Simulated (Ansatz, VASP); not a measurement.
**In in VASP and in Ansatz**

```xyz
1
Lattice="0.0000 2.3446 2.3446 2.3446 0.0000 2.3446 2.3446 2.3446 0.0000" Properties=species:S:1:pos:R:3 pbc="T T T"
In    0.0000    0.0000    0.0000
```

Alike in both runs: task relaxation of cell and atoms; functional PBEsol; k mesh 16 × 16 × 16; occupations gaussian, width 0.1 eV; no spin polarisation.

|  | VASP | Ansatz |
| --- | --- | --- |
| version | VASP 6.6.1 | Ansatz 0.2.0 |
| potentials or method | VASP PAW PBE potentials, release 64 (In_d), cutoff 600 eV | scalar-relativistic, plane waves, PAW |
| valence electrons in the cell | 13 | 13 |

|  | VASP | Ansatz | Ansatz less VASP |
| --- | --- | --- | --- |
| gap on the k mesh at the Fermi level, each at its own relaxed structure (eV) | none | none | - |
| relaxed volume (Å³/atom) | 25.62 | 25.62 | -0.006 |
| relaxed length of the cell vector where the two differ most in proportion (Å) | 3.309 | 3.309 | -0.0002 |

VASP's potentials were made for PBE, not for PBEsol. A gap of «none» marks a metal or a gap that the smearing closes.
